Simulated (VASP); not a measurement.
**Be3Cd2S: single point with PBE**

Be3Cd2S:

```xyz
6
Lattice="3.6635 0.0000 0.0000 -1.8317 3.1726 0.0000 0.0000 0.0000 8.9781" Properties=species:S:1:pos:R:3 pbc="T T T"
Be    1.8317    1.0575    4.4891
Be    0.0000    0.0000    0.0000
Be    0.0000    0.0000    4.4891
Cd    0.0000    2.1151    2.9657
Cd    0.0000    2.1151    6.0125
S     1.8317    1.0575    0.0000
```

The cell was generated, and may not be a known phase.

| Property | Result |
| --- | --- |
| Program | VASP 6.6.1 |
| Task | single point |
| Functional | PBE |
| Potentials or basis | VASP PAW PBE potentials, release 64 (Be, Cd, S) |
| Cutoff | 520 eV |
| k mesh | 6 × 6 × 2 |
| Occupations | gaussian, width 0.1 eV |
| Spin | no spin polarisation |

```json
{
 "Pressure": "0.2 GPa",
 "Largest force": "0.031 eV/Å",
 "Band gap on the k mesh": "zero (bands 18 and 19 overlap by 2.78 eV)"
}
```

Forces in eV/Å, atoms in the order of the input:
```
Be   0.000  0.000  0.000
Be   0.000  0.000  0.000
Be   0.000  0.000  0.000
Cd   0.000  0.000 -0.031
Cd   0.000  0.000  0.031
S    0.000  0.000  0.000
```

Levels at points of the mesh, in eV from the Fermi level:
```csv
k point,band 15,band 16,band 17,band 18,band 19,band 20,band 21,band 22
"(0.00, 0.00, 0.00)",-3.94,-3.66,-1.54,2.13,2.13,2.37,2.88,2.88
"(0.50, 0.00, 0.00)",-4.38,-3.96,-1.92,-1.02,-0.42,0.95,1.72,2.19
"(0.00, 0.00, 0.50)",-3.94,-3.94,0.59,0.70,2.13,2.13,2.92,2.92
"(0.50, 0.00, 0.50)",-4.75,-3.34,-1.70,-1.18,-0.44,-0.20,1.53,3.21
```

Run time: 69 s on 1 thread of Intel Xeon 8259CL, on a shared host, peak memory 0.23 GiB.
